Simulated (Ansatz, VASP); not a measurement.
## One calculation of InSb, two programs

```
CELL_PARAMETERS angstrom
3.03633 0.00000 0.00000
0.00000 3.03633 0.00000
0.00000 0.00000 6.86908
ATOMIC_POSITIONS crystal
In 0.00000 0.00000 0.00000
Sb 0.00000 0.00000 0.50000
```

Alike in both runs: task single point; functional LDA; k mesh 16 × 16 × 8; occupations gaussian, width 0.15 eV; no spin polarisation.

```csv
,VASP,Ansatz
version,VASP 6.6.1,Ansatz 0.2.0
potentials or method,"VASP PAW LDA potentials, release 64 (In_d, Sb), cutoff 520 eV","scalar-relativistic, plane waves, PAW"
valence electrons in the cell,18,28
```

VASP gave:

```
gap on the k mesh at the Fermi level (eV)                     : none
pressure (GPa)                                                : -4.4
traceless stress, the component that is largest in VASP (GPa) : -3.79
```

Q: What did Ansatz give for the same quantities?

A: gap on the k mesh at the Fermi level (eV): none; pressure (GPa): -4.5; traceless stress, the component that is largest in VASP (GPa): -3.71.

Ansatz warns that its potentials were made for another functional, while VASP's fit it. LDA's correlation is that of Perdew and Zunger in VASP and of Perdew and Wang (1992) in Ansatz. A gap of «none» marks a metal or a gap that the smearing closes. VASP's potentials hold 18 valence electrons a cell and Ansatz's 28, so a difference there can come from the potentials and not from the codes.

Neither program's run includes spin-orbit coupling.
